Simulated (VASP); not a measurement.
Wanted: the native input for a VASP 6.6.1 run.

```
Task                   : single point
Functional             : PBEsol
Potentials or basis    : VASP PAW PBE potentials, release 64 (Mo_sv)
Cutoff                 : 520 eV
k mesh                 : 23 × 23 × 23
Occupations            : fermi-dirac, width 0.1 eV
Spin                   : no spin polarisation
Dipole correction      : no
Further INCAR settings : ALGO = Normal; EDIFF = 1e-07; NBANDS = 13
```

The structure of Mo lies in POSCAR:

```
Mo
1.0
   -1.5657954897      1.5657954897      1.5657954897
    1.5657954897     -1.5657954897      1.5657954897
    1.5657954897      1.5657954897     -1.5657954897
Mo
1
Direct
    0.0000000000      0.0000000000      0.0000000000
```

One way to write it, as run:

INCAR

```
PREC = Accurate ; ENCUT = 520
EDIFF = 1E-7 ; ISMEAR = -1
SIGMA = 0.1 ; LREAL = False
LASPH = True ; NELM = 100
ALGO = Normal ; ISIF = 2
LWAVE = False ; LCHARG = True
GGA = PS ; LELF = True
LVHAR = True ; NBANDS = 13
```

KPOINTS

```
Automatic mesh
0
Gamma
  23 23 23
```

Potentials or basis: VASP PAW PBE potentials, release 64 (Mo_sv).

Launch:

```bash
$ cat potpaw_PBE.64/Mo_sv/POTCAR > POTCAR
$ mpirun -np 1 vasp_std > vasp.out
```

Results of the run:

```
Pressure               : 0.1 GPa
Band gap on the k mesh : zero (band 7 reaches 16.73 eV, above the bottom of band 8 at 11.35 eV)
```

Caveat: the PAW data sets were made with another functional, which shifts forces and pressure a little.

Wall time 46 s on 1 thread of Intel(R) Xeon(R) Platinum 8488C (Sapphire Rapids), on a shared host, peak memory 0.18 GiB.
